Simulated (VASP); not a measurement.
Set up this calculation in VASP 6.6.1, as the native input.

```yaml
Task: single point
Functional: PBEsol
Dispersion: D4
Potentials_or_basis: VASP PAW PBE potentials, release 64 (C)
Cutoff: 520 eV
k_mesh: 13 × 13 × 13
Occupations: fermi-dirac, width 0.05 eV
Spin: no spin polarisation
Dipole_correction: no
Further_INCAR_settings: ALGO = Normal; EDIFF = 1e-07; NBANDS = 11
```

The structure of C lies in POSCAR:

```
C
1.0
    0.0000000000      1.7729022753      1.7729022753
    1.7729022753      0.0000000000      1.7729022753
    1.7729022753      1.7729022753      0.0000000000
C
2
Direct
    0.7500000000      0.7500000000      0.7500000000
    0.5000000000      0.5000000000      0.5000000000
```

One way to write it, as run:

INCAR

```
SYSTEM = C
ALGO = Normal ; EDIFF = 1E-7
ENCUT = 520 ; GGA = PS
ISIF = 2 ; ISMEAR = -1
IVDW = 13 ; LASPH = .TRUE.
LCHARG = .FALSE. ; LREAL = .FALSE.
LWAVE = .FALSE. ; NBANDS = 11
NELM = 80 ; PREC = Accurate
SIGMA = 0.05
```

KPOINTS

```
k-points
0
G
  13 13 13
  0 0 0
```

Potentials or basis: VASP PAW PBE potentials, release 64 (C).

The run is started by

```console
$ cat potpaw_PBE.64/C/POTCAR > POTCAR
$ mpirun -np 1 vasp_std > vasp.out
```

Results of the run:

| Property | Result |
| --- | --- |
| Pressure | 1.1 GPa |
| Band gap on the k mesh | 4.05 eV, indirect (least direct gap 5.59 eV) |
| Dispersion energy per atom | -0.121 eV |

Caveat: the PAW data sets were made with another functional, which shifts forces and pressure a little.

Run time: 9.4 s on 1 thread of Intel Xeon 6975P-C, with other jobs on the host, peak memory 0.12 GiB.
